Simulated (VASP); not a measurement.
Input of a VASP 6.6.1 run:

INCAR

```
SYSTEM = TiB2
ALGO = Normal ; EDIFF = 1E-7
ENCUT = 520 ; GGA = CA
ISIF = 2 ; ISMEAR = 1
LASPH = .True. ; LCHARG = .False.
LREAL = .False. ; LWAVE = .False.
NBANDS = 16 ; NELM = 60
PREC = Accurate ; SIGMA = 0.15
```

Contents of KPOINTS:

```
k-points
0
Gamma
  11 11 9
  0 0 0
```

The input POSCAR:

```
TiB2
1.0
    3.0088691861      0.0000000000      0.0000000000
   -1.5044345930      2.6057530265      0.0000000000
    0.0000000000      0.0000000000      3.2067322330
Ti B
1 2
Direct
    0.0000000000      0.0000000000      0.0000000000
    0.3333333333      0.6666666667      0.5000000000
    0.6666666667      0.3333333333      0.5000000000
```

Potentials or basis: VASP PAW LDA potentials, release 64 (Ti_sv, B).

Command:

```bash
$ cat potpaw_LDA.64/Ti_sv/POTCAR potpaw_LDA.64/B/POTCAR > POTCAR
$ mpirun -np 1 vasp_std > vasp.out
```

Task: What does it give for the band gap on the k mesh?

Result: Zero (band 9 reaches 10.33 eV, above the bottom of band 10 at 9.87 eV).

Task: Estimate the pressure.

Result: -5.8 GPa.

Stress tensor (GPa, compression positive):
```
-4.81  0.00  0.00
 0.00 -4.81  0.00
 0.00  0.00 -7.69
```
